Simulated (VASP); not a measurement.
Runs of VASP 6.6.1 on HfC. It takes space group Fm-3m (No. 225, cubic). The conventional cell has a = 4.650 Å, b = 4.650 Å, c = 4.650 Å, α = 90.00°, β = 90.00°, γ = 90.00°. Hf (site symmetry m-3m) has 6 C at 2.33 Å within 3.1 Å. C (site symmetry m-3m) has 6 Hf at 2.33 Å within 3.1 Å. 

| spin | fixed moment (μB) | pressure (GPa) | moment (μB) |
| --- | --- | --- | --- |
| collinear | 0.05 | -11.6 | 0.05 |
| collinear | 0.15 | -11.6 | 0.15 |
| collinear | 0.3 | (a) | 0.30 |
| collinear, zero start | 0.0 | -11.7 | 0.00 |
| collinear | - | -11.6 | 0.00 |

Alike in all rows: task single point; level LDA; potentials or basis VASP PAW LDA potentials, release 64 (Hf_pv, C); cell as given; k mesh 14 × 14 × 14; cutoff (eV) 520; smearing fermi-dirac 0.03 eV.

Problem. Fill in the values left out.

Solution. (a) -11.2.

Caveats: the cell stands under tension; the total moment is fixed, so each spin has its own Fermi level (at least some runs).
